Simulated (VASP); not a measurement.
Here is a VASP 6.6.1 calculation.

INCAR

```
PREC     = Accurate       # precision mode
ENCUT    = 700            # plane-wave cutoff, eV
EDIFF    = 1E-6           # SCF threshold, eV
ISMEAR   = 0              # smearing method
SIGMA    = 0.1            # smearing width, eV
LREAL    = F              # projectors in reciprocal space
LASPH    = T              # aspherical terms in the spheres
NELM     = 120            # most SCF steps
ALGO     = Normal         # electronic algorithm
ISIF     = 2              # what is computed and relaxed
LWAVE    = F              # write WAVECAR
LCHARG   = T              # write CHGCAR
GGA      = PE             # functional
LELF     = T              # ELF
LVHAR    = T            
NBANDS   = 32             # bands
GGA_COMPAT= F
```

File KPOINTS:

```
regular mesh
0
Gamma
  12 12 4
```

The input POSCAR:

```
SbO5
1.0
    3.3110471071      0.0000000000      0.0000000000
   -1.6555235535      2.8674509079      0.0000000000
    0.0000000000      0.0000000000     10.6010452955
Sb O
1 5
Direct
    0.0000000000      0.0000000000      0.0000000000
    0.6666666667      0.3333333333      0.8861178651
    0.0000000000      0.0000000000      0.5611694902
    0.6666666667      0.3333333333      0.5000000000
    0.0000000000      0.0000000000      0.4388305098
    0.6666666667      0.3333333333      0.1138821349
```

Potentials or basis: VASP PAW PBE potentials, release 64 (Sb_d_GW, O).

Run with:

```bash
$ cat potpaw_PBE.64/Sb_d_GW/POTCAR potpaw_PBE.64/O/POTCAR > POTCAR
$ mpirun -np 1 vasp_std > vasp.out
```

(1) What does it give for the band gap on the k mesh?

(2) Predict the largest force.

Results:

(1) zero (an odd number of electrons rules out a gap without spin polarisation).

(2) 0.609 eV/Å.

Caveat: spin-orbit coupling is left out, which moves the levels of the heavy elements; an odd number of electrons without spin polarisation forces a metal; a magnetic or distorted state may lie lower.
